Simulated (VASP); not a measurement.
Si4Ge3: single point with PBE

Crystal: Si4Ge3.

```xyz
14
Lattice="5.2199 3.0137 3.2211 -5.2199 3.0137 3.2211 0.0000 -6.0274 3.2211" Properties=species:S:1:pos:R:3 pbc="T T T"
Si   -0.7380    2.1156    7.6697
Si   -2.2336    0.4345    4.4238
Si   -1.4631   -1.6969    7.6697
Si    0.7405   -2.1515    4.4238
Si    2.2011   -0.4187    7.6697
Si    1.4930    1.7171    4.4238
Si    0.0000    0.0000    8.4569
Si    0.0000    0.0000    1.1670
Ge    0.7415   -2.1554    2.0018
Ge    2.2360   -0.4352    5.2444
Ge    1.4959    1.7199    2.0018
Ge   -0.7411    2.1540    5.2444
Ge   -2.2374    0.4355    2.0018
Ge   -1.4949   -1.7188    5.2444
```

```json
{"Program": "VASP 6.6.1", "Task": "single point", "Functional": "PBE", "Potentials or basis": "VASP PAW PBE potentials, release 64 (Si, Ge_d)", "Cutoff": "520 eV", "k mesh": "3 × 3 × 3", "Occupations": "gaussian, width 0.1 eV", "Spin": "no spin polarisation", "Dipole correction": "no", "Further INCAR settings": "ALGO = Normal; EDIFF = 1e-06; NBANDS = 71"}
```

```yaml
Pressure: -0.2 GPa
Largest_force: 0.012 eV/Å
Band_gap_on_the_k_mesh: 0.73 eV, indirect (least direct gap 1.57 eV)
```

Forces on the atoms (eV/Å):
```
Si  -0.002  0.002  0.011
Si  -0.001 -0.001  0.011
Si  -0.001 -0.003  0.011
Si   0.001  0.000  0.011
Si   0.003  0.001  0.011
Si  -0.001  0.001  0.011
Si   0.000  0.000 -0.010
Si   0.000  0.000  0.011
Ge  -0.001  0.000 -0.011
Ge  -0.001 -0.003 -0.012
Ge   0.001  0.000 -0.011
Ge   0.003  0.000 -0.012
Ge   0.000  0.001 -0.011
Ge  -0.002  0.002 -0.012
```

Levels at points of the mesh, in eV from the valence-band top:
| k point | band 54 | band 55 | band 56 | band 57 | band 58 | band 59 | band 60 | band 61 | band 62 | band 63 |
| --- | --- | --- | --- | --- | --- | --- | --- | --- | --- | --- |
| (0.00, 0.00, 0.00) | -2.30 | -2.29 | 0.00 | 0.00 | 0.00 | 1.59 | 2.50 | 2.50 | 2.52 | 2.82 |

It took 97 s on 1 thread of Intel(R) Xeon(R) 6975P-C (Granite Rapids) (shared host), peak memory 0.4 GiB.

A k mesh can miss the band edges. Expect the measured gap to be larger: semilocal functionals such as PBE lack the derivative discontinuity.
